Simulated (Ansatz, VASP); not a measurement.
# One calculation of BN, two programs

Contents of INCAR:

```
SYSTEM = BN
PREC = Accurate
ENCUT = 600
EDIFF = 1E-6
ISMEAR = 0
SIGMA = 0.02
LREAL = .False.
LASPH = .True.
NELM = 120
ALGO = Normal
ISIF = 2
LWAVE = .False.
LCHARG = .False.
GGA = PE
NBANDS = 11
GGA_COMPAT = .False.
```

File KPOINTS:

```
Automatic mesh
0
Gamma
  12 12 12
  0 0 0
```

Contents of POSCAR:

```
BN
1.0
    0.0000000000      1.7367275618      1.7367275618
    1.7367275618      0.0000000000      1.7367275618
    1.7367275618      1.7367275618      0.0000000000
B N
1 1
Direct
    0.0000000000      0.0000000000      0.0000000000
    0.7500000000      0.7500000000      0.7500000000
```

Input for Ansatz:

```yaml
crystal:
  lattice:
    - [0.0, 1.7367275618, 1.7367275618]
    - [1.7367275618, 0.0, 1.7367275618]
    - [1.7367275618, 1.7367275618, 0.0]
  atoms:
    - { symbol: B, position: [0.0, 0.0, 0.0] }
    - { symbol: "N", position: [0.75, 0.75, 0.75] }
basis:
  ecutwfc: 420
kpoints:
  mp_grid: { grid: [12, 12, 12] }
hamiltonian:
  xc: pbe
scf:
  occupations: { method: gaussian, width: 0.02 }
output:
  forces: true
  stress: true
  eigenvalues: true
```

Alike in both runs: task single point; functional PBE; k mesh 12 × 12 × 12; occupations gaussian, width 0.02 eV; no spin polarisation.

|  | VASP | Ansatz |
| --- | --- | --- |
| version | VASP 6.6.1 | Ansatz 0.2.0 |
| potentials or method | VASP PAW PBE potentials, release 64 (B, N), cutoff 600 eV | scalar-relativistic, plane waves, PAW |
| valence electrons in the cell | 8 | 8 |

Ansatz gave:

* gap on the k mesh at the Fermi level (eV): 4.59
* least direct gap on the mesh (eV): 9.41

**Question.** What did VASP give for the same quantities?

**Answer.** gap on the k mesh at the Fermi level (eV): 4.58; least direct gap on the mesh (eV): 9.39.
